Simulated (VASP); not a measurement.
The system is Li4TaO.

```xyz
6
Lattice="3.1394 0.0000 0.0000 -1.5697 2.7188 0.0000 0.0000 0.0000 6.9708" Properties=species:S:1:pos:R:3 pbc="T T T"
Li    1.5697    0.9063    1.6290
Li    0.0000    1.8125    5.3418
Li    0.0000    1.8125    1.6290
Li    1.5697    0.9063    5.3418
Ta    0.0000    0.0000    0.0000
O     0.0000    0.0000    3.4854
```

- Program: VASP 6.6.1
- Task: relaxation of cell and atoms
- Functional: PBE
- Potentials or basis: VASP PAW PBE potentials, release 64 (Li_sv, Ta_pv, O)
- Cutoff: 600 eV
- k mesh: 6 × 6 × 4
- Occupations: gaussian, width 0.1 eV
- Spin: no spin polarisation

At the start: pressure 34.9 GPa; volume 9.92 Å³/atom.

**Question.** Where does the relaxation end?

**Answer.** Over 15 steps the energy falls by 1257.1 meV/atom and the volume is 10.88 Å³/atom (+9.8 %); space group P6/mmm (No. 191, to 0.05 Å).

Step by step:
| step | energy change (eV) | largest force (eV/Å) | pressure (GPa) | volume (Å³) |
| --- | --- | --- | --- | --- |
| 1 | 0.0000 | 4.4211 | 34.93 | 59.50 |
| 2 | -4.7867 | 2.0585 | -1.84 | 79.98 |
| 3 | -5.0857 | 1.4584 | -7.81 | 87.74 |
| 4 | -5.9161 | 1.2815 | -6.34 | 81.27 |
| 5 | -6.4973 | 0.3864 | 5.29 | 63.59 |
| 6 | -6.6978 | 0.6142 | -0.84 | 70.23 |
| 7 | -6.7218 | 0.4022 | 0.54 | 68.43 |
| 8 | -7.1843 | 0.0601 | 0.68 | 66.36 |
| 9 | -6.4982 | 1.7623 | 11.63 | 58.94 |
| 10 | -7.3845 | 0.5200 | 1.39 | 64.41 |
| 11 | -7.3931 | 0.6585 | 1.97 | 63.81 |
| 12 | -7.5056 | 0.0957 | -0.34 | 65.39 |
| 13 | -7.5230 | 0.2337 | 0.19 | 64.99 |
| 14 | -7.5392 | 0.1057 | 0.05 | 65.17 |
| 15 | -7.5425 | 0.0073 | -0.01 | 65.30 |

Final structure:
```yaml
crystal:
  lattice:
    - [3.20877, 0.00000, 0.00000]
    - [-1.60438, 2.77888, 0.00000]
    - [0.00000, 0.00000, 7.32384]
  atoms:
    - { symbol: Li, position: [0.66667, 0.33333, 0.33373] }
    - { symbol: Li, position: [0.33333, 0.66667, 0.66627] }
    - { symbol: Li, position: [0.33333, 0.66667, 0.33373] }
    - { symbol: Li, position: [0.66667, 0.33333, 0.66627] }
    - { symbol: Ta, position: [0.00000, 0.00000, 0.00000] }
    - { symbol: O, position: [0.00000, 0.00000, 0.50000] }
```

Caveat: the k points lie up to 0.38 Å⁻¹ apart in the final cell; the cutoff is under 1.25 times the usual one of these potentials, so pressure, stress and relaxed cells hold a basis-set (Pulay) error; an odd number of electrons without spin polarisation forces a metal; a magnetic or distorted state may lie lower.
